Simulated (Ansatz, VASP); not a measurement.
## One calculation of CrCdC4N4, two programs

```
Cr Cd C N
1.0
     6.24532    0.00000    0.00000
     0.00000    6.24532    0.00000
     0.00000    0.00000    6.24532
Cr Cd C N
1 1 4 4
Direct
  0.00000 0.00000 0.00000
  0.50000 0.50000 0.50000
  0.18992 0.18992 0.18992
  0.18992 0.81008 0.81008
  0.81008 0.18992 0.81008
  0.81008 0.81008 0.18992
  0.29800 0.29800 0.29800
  0.29800 0.70200 0.70200
  0.70200 0.29800 0.70200
  0.70200 0.70200 0.29800
```

Alike in both runs: functional PBE; k mesh 4 × 4 × 4; occupations gaussian, width 0.1 eV; collinear spin.

Ansatz relaxed the structure, and its values are those at the end. VASP's run is a single point on that final structure, the one shown.

|  | VASP | Ansatz |
| --- | --- | --- |
| version | VASP 6.6.1 | Ansatz 0.2.0 |
| potentials or method | VASP PAW PBE potentials, release 64 (Cr_pv, Cd, C, N), cutoff 520 eV | scalar-relativistic, plane waves, PAW |
| valence electrons in the cell | 60 | 70 |

|  | VASP | Ansatz | Ansatz less VASP |
| --- | --- | --- | --- |
| gap on the k mesh at the Fermi level (eV) | none | none | - |
| pressure (GPa) | 0.5 | 0.1 | -0.48 |
| rms of the force components (eV/Å) | 0.170 | 0.006 | -0.1642 |
| net moment per atom (μB) | 0.40 | 0.40 | 0.000 |
| size of the moment on the site where the two differ most (μB) | 3.20 | 2.69 | -0.513 |

Site moments also hang on the region over which each program counts them. A gap of «none» marks a metal or a gap that the smearing closes. VASP's potentials hold 60 valence electrons a cell and Ansatz's 70, so a difference there can come from the potentials and not from the codes.

Noted on VASP's run: the standard files for N, O and F lose accuracy on very short bonds.
